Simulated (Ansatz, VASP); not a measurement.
## Two plane-wave programs on SnO

```
CELL_PARAMETERS angstrom
2.71251 -2.71250 0.00000
2.71251 2.71250 0.00000
0.00000 0.00000 9.51785
ATOMIC_POSITIONS crystal
Sn 0.99989 0.00011 0.00023
Sn 0.00011 0.99989 0.50023
Sn 0.50013 0.49987 0.25677
Sn 0.49987 0.50013 0.75677
O 0.00018 0.49981 0.37850
O 0.99982 0.50019 0.87850
O 0.50019 0.99982 0.37850
O 0.49981 0.00018 0.87850
```

Alike in both runs: functional PBE; dispersion D3(BJ); k mesh 10 × 10 × 4; occupations gaussian, width 0.1 eV; no spin polarisation.

Ansatz relaxed the structure, and its values are those at the end. VASP's run is a single point on that final structure, the one shown.

```csv
,VASP,Ansatz
version,VASP 6.6.1,Ansatz 0.2.0
potentials or method,"VASP PAW PBE potentials, release 64 (Sn_d, O), cutoff 520 eV","scalar-relativistic, plane waves, PAW"
valence electrons in the cell,80,80
```

Ansatz gave:

- gap on the k mesh at the Fermi level (eV): none
- pressure (GPa): 0.0
- rms of the force components (eV/Å): 0.002

Which values does VASP return?

gap on the k mesh at the Fermi level (eV): none; pressure (GPa): 0.3; rms of the force components (eV/Å): 0.034.

A gap of «none» marks a metal or a gap that the smearing closes.
